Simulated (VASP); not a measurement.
# BrO2 (fluorite type) (Fm-3m) in VASP: notebook

Runs on BrO2 (fluorite type). Level: PBE. Tasks: single point.

Everything below comes from runs of VASP 6.6.1. Logs are shortened: lines on timing, memory, paths and dates and some standing lists are left out, and cuts for length are marked.

**1. The cell of the first run**

Symmetry: Fm-3m, No. 225, cubic system. Conventional cell: a = 5.290 Å, b = 5.290 Å, c = 5.290 Å, α = 90.00°, β = 90.00°, γ = 90.00°. Within 3.0 Å of Br (site symmetry m-3m) lie 8 O at 2.29 Å. O (site symmetry -43m) has 4 Br at 2.29 Å and 6 O at 2.65 Å within 3.0 Å.

**2. Single point, PBE**

INCAR

```
SYSTEM = BrO2
  ALGO = Normal
  EDIFF = 1E-7
  ENCUT = 520
  GGA = PE
  ISIF = 2
  ISMEAR = -1
  LASPH = .True.
  LCHARG = .False.
  LREAL = .False.
  LWAVE = .False.
  NBANDS = 16
  NELM = 80
  PREC = Accurate
  SIGMA = 0.06122561905347299
```

KPOINTS

```
k-points
0
Gamma
  18 18 18
  0 0 0
```

POSCAR

```
BrO2
1.0
    0.0000000000      2.6450647591      2.6450647591
    2.6450647591      0.0000000000      2.6450647591
    2.6450647591      2.6450647591      0.0000000000
Br O
1 2
Direct
    0.0000000000      0.0000000000      0.0000000000
    0.2500000000      0.2500000000      0.2500000000
    0.7500000000      0.7500000000      0.7500000000
```

Potentials or basis: VASP PAW PBE potentials, release 64 (Br, O).

Started as:

```bash
cat potpaw_PBE.64/Br/POTCAR potpaw_PBE.64/O/POTCAR > POTCAR
mpirun -np 1 vasp_std > vasp.out
```

OUTCAR:

```text
SYSTEM = BrO2
   EDIFF = 1E-7
   ENCUT = 520
   GGA = PE
   ISIF = 2
   ISMEAR = -1
   LASPH = .True.
   LREAL = .False.
   NELM = 80
   PREC = Accurate

 ion  position               nearest neighbor table
   1  0.000  0.000  0.000-   3 2.29   3 2.29   3 2.29   2 2.29   2 2.29   2 2.29   3 2.29   2 2.29

   2  0.250  0.250  0.250-   1 2.29   1 2.29   1 2.29   1 2.29
   3  0.750  0.750  0.750-   1 2.29   1 2.29   1 2.29   1 2.29

  LATTYP: Found a face centered cubic cell.
 ALAT       =     5.2901295182

  Lattice vectors:

 A1 = (   0.0000000000,   2.6450647591,   2.6450647591)
 A2 = (   2.6450647591,   0.0000000000,   2.6450647591)
 A3 = (   2.6450647591,   2.6450647591,   0.0000000000)

Analysis of symmetry for initial positions (statically):
=====================================================================
 Subroutine PRICEL returns:
 Original cell was already a primitive cell.

 Routine SETGRP: Setting up the symmetry group for a
 face centered cubic supercell.

 Subroutine GETGRP returns: Found 48 space group operations
 (whereof 48 operations were pure point group operations)
 out of a pool of 48 trial point group operations.

The static configuration has the point symmetry O_h .

Analysis of symmetry for dynamics (positions and initial velocities):
=====================================================================
 Subroutine PRICEL returns:
 Original cell was already a primitive cell.

 Routine SETGRP: Setting up the symmetry group for a
 face centered cubic supercell.

 Subroutine GETGRP returns: Found 48 space group operations
 (whereof 48 operations were pure point group operations)
 out of a pool of 48 trial point group operations.

The dynamic configuration has the point symmetry O_h .

 Subroutine INISYM returns: Found 48 space group operations
 (whereof 48 operations are pure point group operations),
 and found     1 'primitive' translations

----------------------------------------------------------------------------------------

                                     Primitive cell

  volume of cell :      37.0117

  direct lattice vectors                    reciprocal lattice vectors
     0.000000000  2.645064759  2.645064759    -0.189031289  0.189031289  0.189031289
     2.645064759  0.000000000  2.645064759     0.189031289 -0.189031289  0.189031289
     2.645064759  2.645064759  0.000000000     0.189031289  0.189031289 -0.189031289

  length of vectors
     3.740686456  3.740686456  3.740686456     0.327411796  0.327411796  0.327411796

  position of ions in fractional coordinates (direct lattice)
     0.000000000  0.000000000  0.000000000
     0.250000000  0.250000000  0.250000000
     0.750000000  0.750000000  0.750000000

  ion indices of the primitive-cell ions
   primitive index   ion index
                 1           1
                 2           2
                 3           3

----------------------------------------------------------------------------------------

 KPOINTS: k-points

Automatic generation of k-mesh.
 Grid dimensions read from file:
 generate k-points for:   18   18   18

 Generating k-lattice:

  Cartesian coordinates                     Fractional coordinates (reciprocal lattice)
    -0.010501738  0.010501738  0.010501738     0.055555556  0.000000000  0.000000000
     0.010501738 -0.010501738  0.010501738     0.000000000  0.055555556  0.000000000
     0.010501738  0.010501738 -0.010501738     0.000000000  0.000000000  0.055555556

  Length of vectors
     0.018189544  0.018189544  0.018189544

  Shift w.r.t. Gamma in fractional coordinates (k-lattice)
     0.000000000  0.000000000  0.000000000

 Subroutine IBZKPT returns following result:
 ===========================================

 Found    195 irreducible k-points:

 Following reciprocal coordinates:
            Coordinates               Weight
  0.000000  0.000000  0.000000      1.000000
  0.055556  0.000000  0.000000      8.000000
  0.111111  0.000000  0.000000      8.000000
  0.166667  0.000000  0.000000      8.000000
  0.222222  0.000000  0.000000      8.000000
  0.277778  0.000000  0.000000      8.000000
[... 16 lines left out ...]
 -0.277778  0.055556  0.000000     24.000000
 -0.222222  0.055556  0.000000     24.000000
 [... further k-points ...]
   k-points           NKPTS =    195   k-points in BZ     NKDIM =    195   number of bands    NBANDS=     16
   number of dos      NEDOS =    301   number of ions     NIONS =      3
   total plane-waves  NPLWV =  21952
   dimension x,y,z NGX =    28 NGY =   28 NGZ =   28
   dimension x,y,z NGXF=    56 NGYF=   56 NGZF=   56
   ions per type =               1   2
   NGX,Y,Z   is equivalent  to a cutoff of  12.44, 12.44, 12.44 a.u.
   NGXF,Y,Z  is equivalent  to a cutoff of  24.89, 24.89, 24.89 a.u.
 SYSTEM =  BrO2
   PREC   = accura    normal or accurate (medium, high low for compatibility)
   ISTART =      0    job   : 0-new  1-cont  2-samecut
   ICHARG =      2    charge: 1-file 2-atom 10-const
   ISPIN  =      1    spin polarized calculation?
   LNONCOLLINEAR =      F non collinear calculations
   LSORBIT =      F    spin-orbit coupling
   LASPH  =      T    aspherical Exc in radial PAW
   ENCUT  =  520.0 eV  38.22 Ry    6.18 a.u.   6.96  6.96  6.96*2*pi/ulx,y,z
   NELM   =     80;   NELMIN=  2; NELMDL= -5     # of ELM steps
   EDIFF  = 0.1E-06   stopping-criterion for ELM
   LREAL  =      F    real-space projection
   EDIFFG = 0.1E-05   stopping-criterion for IOM
   NSW    =      0    number of steps for IOM
   IBRION =     -1    ionic relax: 0-MD 1-quasi-New 2-CG
   NFREE  =      0    steps in history (QN), initial steepest desc. (CG)
   ISIF   =      2    stress and relaxation
   ISYM   =      2    0-nonsym 1-usesym 2-fastsym
   POTIM  = 0.5000    time-step for ionic-motion
   TEBEG  =    0.0;   TEEND  =   0.0 temperature during run
   PSTRESS=    0.0 pullay stress
   NELECT =      19.0000    total number of electrons
   NUPDOWN=      -1.0000    fix difference up-down
   EMIN   =  10.00;   EMAX   =-10.00  energy-range for DOS
   EFERMI =   0.00;   METHOD = LEGACY
   ISMEAR =    -1;   SIGMA  =   0.06  broadening in eV -4-tet -1-fermi 0-gaus
   EFERMI_NEDOS =   21; number of points for ismear=-14 and -15
   IALGO  =     38    algorithm
   IMIX   =      4    mixing-type and parameters
     AMIX     =   0.40;   BMIX     =  1.00
     AMIX_MAG =   1.60;   BMIX_MAG =  1.00
  volume/ion in A,a.u.               =      12.34        83.26
  Fermi-wavevector in a.u.,A,eV,Ry     =   1.310830  2.477110 23.378557  1.718275
  Thomas-Fermi vector in A             =   2.441333
   LORBIT       =      0    0 simple, 1 ext, 2 COOP (PROOUT), +10 PAW based schemes
   GGA     = PE    functional components
   LHFCALC =     F    Hartree Fock is set to
   AEXX    =    0.0000 exact exchange contribution
   IVDW    =     0    specifies the selected vdW correction
   LEPSILON=     F    determine dielectric tensor
   LRPA    =     F    only Hartree local field effects (RPA)
 non-spin polarized calculation
  energy-cutoff  :      520.00
  volume of cell :       37.01
 maximum number of plane-waves:      1018
   NGX = 13   NGY = 13   NGZ = 13

 number of electron      19.0000015 magnetization

 Free energy of the ion-electron system (eV)
  ---------------------------------------------------
  ext. energy  EPLUGINS =         0.00000000
  ---------------------------------------------------
  free energy    TOTEN  =        -8.29728743 eV

  energy without entropy =       -8.28108433  energy(sigma->0) =       -8.28918588

 E-fermi :   4.5229     XC(G=0): -10.7450

 val. band max:        4.5117428146   @ k =   0.5000   0.2778   0.0000
 cond. band min:       4.5228998826   @ k =  -0.3889   0.4444   0.1667
 fundamental gap:      0.0111570680
 Fermi energy:         4.5228717322

 k-point     1 :       0.0000    0.0000    0.0000
  band No.  band energies     occupation
      1     -16.7398      2.00000
      2     -12.3093      2.00000
      3      -8.8548      2.00000
      4      -0.3490      2.00000
      5      -0.3490      2.00000
      6      -0.3490      2.00000
[... 8 lines left out ...]
     15      15.3940      0.00000
     16      21.5005      0.00000

 k-point     2 :       0.0556    0.0000    0.0000
  band No.  band energies     occupation
      1     -16.7075      2.00000
      2     -12.3269      2.00000
      3      -8.9224      2.00000
      4      -0.5983      2.00000
      5      -0.4670      2.00000
      6      -0.4670      2.00000
[... 8 lines left out ...]
     15      15.4120      0.00000
     16      21.4266      0.00000

 k-point     3 :       0.1111    0.0000    0.0000
  band No.  band energies     occupation
      1     -16.6117      2.00000
      2     -12.3808      2.00000
      3      -9.1160      2.00000
      4      -0.9169      2.00000
      5      -0.6964      2.00000
      6      -0.6964      2.00000
[... 8 lines left out ...]
     15      15.4628      0.00000
     16      21.2270      0.00000

 k-point     4 :       0.1667    0.0000    0.0000
  band No.  band energies     occupation
      1     -16.4543      2.00000
      2     -12.4731      2.00000
      3      -9.4078      2.00000
      4      -1.1447      2.00000
      5      -0.9372      2.00000
      6      -0.9372      2.00000
[... 8 lines left out ...]
     15      15.5381      0.00000
     16      21.0024      0.00000

 k-point     5 :       0.2222    0.0000    0.0000
  band No.  band energies     occupation
      1     -16.2387      2.00000
      2     -12.6091      2.00000
      3      -9.7563      2.00000
      4      -1.2805      2.00000
      5      -1.1586      2.00000
      6      -1.1586      2.00000
[... 8 lines left out ...]
     15      15.6263      0.00000
     16      20.6803      0.00000

 k-point     6 :       0.2778    0.0000    0.0000
  band No.  band energies     occupation
      1     -15.9711      2.00000
      2     -12.7960      2.00000
      3     -10.1120      2.00000
      4      -1.3484      2.00000
      5      -1.3484      2.00000
      6      -1.3463      2.00000
[... 8 lines left out ...]
     15      15.7150      0.00000
     16      20.0812      0.00000

 k-point     7 :       0.3333    0.0000    0.0000
  band No.  band energies     occupation
      1     -15.6624      2.00000
      2     -13.0388      2.00000
      3     -10.4273      2.00000
      4      -1.5002      2.00000
      5      -1.5002      2.00000
      6      -1.3682      2.00000
[... 8 lines left out ...]
     15      15.7930      0.00000
     16      19.4232      0.00000

 k-point     8 :       0.3889    0.0000    0.0000
  band No.  band energies     occupation
      1     -15.3327      2.00000
      2     -13.3259      2.00000
      3     -10.6661      2.00000
      4      -1.6104      2.00000
      5      -1.6104      2.00000
      6      -1.3687      2.00000
[... 8 lines left out ...]
     15      15.8523      0.00000
     16      18.8319      0.00000

 k-point     9 :       0.4444    0.0000    0.0000
  band No.  band energies     occupation
      1     -15.0319      2.00000
      2     -13.6067      2.00000
      3     -10.8113      2.00000
      4      -1.6772      2.00000
      5      -1.6772      2.00000
      6      -1.3634      2.00000
[... 8 lines left out ...]
     15      15.8885      0.00000
     16      18.4092      0.00000
[... 172 lines left out ...]
 k-point    19 :       0.5000    0.0556    0.0000
  band No.  band energies     occupation
      1     -14.8788      2.00000
      2     -13.7201      2.00000
      3     -10.9131      2.00000
      4      -1.7707      2.00000
      5      -1.6880      2.00000
      6      -1.4019      2.00000
[... 8 lines left out ...]
     15      16.4044      0.00000
     16      18.2920      0.00000

 k-point    20 :      -0.4444    0.0556    0.0000
  band No.  band energies     occupation
      1     -14.9292      2.00000
      2     -13.6720      2.00000
      3     -10.8967      2.00000
      4      -1.7189      2.00000
      5      -1.7130      2.00000
      6      -1.4144      2.00000
[... 8 lines left out ...]
     15      16.4215      0.00000
     16      18.3504      0.00000

 k-point    21 :      -0.3889    0.0556    0.0000
  band No.  band energies     occupation
      1     -15.1981      2.00000
      2     -13.4199      2.00000
      3     -10.7826      2.00000
      4      -1.7092      2.00000
      5      -1.6106      2.00000
      6      -1.4243      2.00000
[... 8 lines left out ...]
     15      16.3517      0.00000
     16      18.7072      0.00000

 k-point    22 :      -0.3333    0.0556    0.0000
  band No.  band energies     occupation
      1     -15.5262      2.00000
      2     -13.1299      2.00000
      3     -10.5718      2.00000
      4      -1.6562      2.00000
      5      -1.4664      2.00000
      6      -1.4273      2.00000
[... 8 lines left out ...]
     15      16.2268      0.00000
     16      19.2540      0.00000

 k-point    23 :      -0.2778    0.0556    0.0000
  band No.  band energies     occupation
      1     -15.8449      2.00000
      2     -12.8747      2.00000
      3     -10.2770      2.00000
      4      -1.5623      2.00000
      5      -1.4090      2.00000
      6      -1.2843      2.00000
[... 8 lines left out ...]
     15      16.0589      0.00000
     16      19.8783      0.00000

 k-point    24 :      -0.2222    0.0556    0.0000
  band No.  band energies     occupation
      1     -16.1273      2.00000
      2     -12.6739      2.00000
      3      -9.9291      2.00000
      4      -1.4400      2.00000
      5      -1.3391      2.00000
      6      -1.0703      2.00000
[... 8 lines left out ...]
     15      15.8679      0.00000
     16      20.4592      0.00000

 [... further k-points ...]
[... 5 lines left out ...]
  --------------------------------------------------------------------------------------
  -------------------------------------------------------------------------------------
  Total       -0.0317303     -0.0317303     -0.0317303      0.0000000      0.0000000     -0.0000000
  in kB       -1.3735529     -1.3735529     -1.3735529      0.0000000      0.0000000     -0.0000000
  external PRESSURE =      -1.3735529 kB  Pullay stress =       0.0000000 kB

 VOLUME and BASIS-vectors are now :
 -----------------------------------------------------------------------------
  energy-cutoff  :      520.00
  volume of cell :       37.01
      direct lattice vectors                 reciprocal lattice vectors
     0.000000000  2.645064759  2.645064759    -0.189031289  0.189031289  0.189031289
     2.645064759  0.000000000  2.645064759     0.189031289 -0.189031289  0.189031289
     2.645064759  2.645064759  0.000000000     0.189031289  0.189031289 -0.189031289

 POSITION                                       TOTAL-FORCE (eV/Angst)
 -----------------------------------------------------------------------------------
      0.00000      0.00000      0.00000         0.000000     -0.000000      0.000000
      1.32253      1.32253      1.32253        -0.000000     -0.000000     -0.000000
      3.96760      3.96760      3.96760         0.000000      0.000000      0.000000
 -----------------------------------------------------------------------------------
    total drift:                                0.000000      0.000000      0.000000

  FREE ENERGIE OF THE ION-ELECTRON SYSTEM (eV)
  ---------------------------------------------------
  free  energy   TOTEN  =        -8.2972874272 eV

  energy  without entropy=       -8.2810843251  energy(sigma->0) =       -8.28918588
```

Run time: 66 s. Hardware: 1 thread of Intel Xeon 6975P-C (Granite Rapids), shared host; peak memory 0.23 GiB.

Results:

```yaml
Free_energy: -8.2973 eV
Pressure: -0.1 GPa
```

Caveat: an odd number of electrons without spin polarisation forces a metal; a magnetic or distorted state may lie lower.

(Continued in part 2 of 2.)
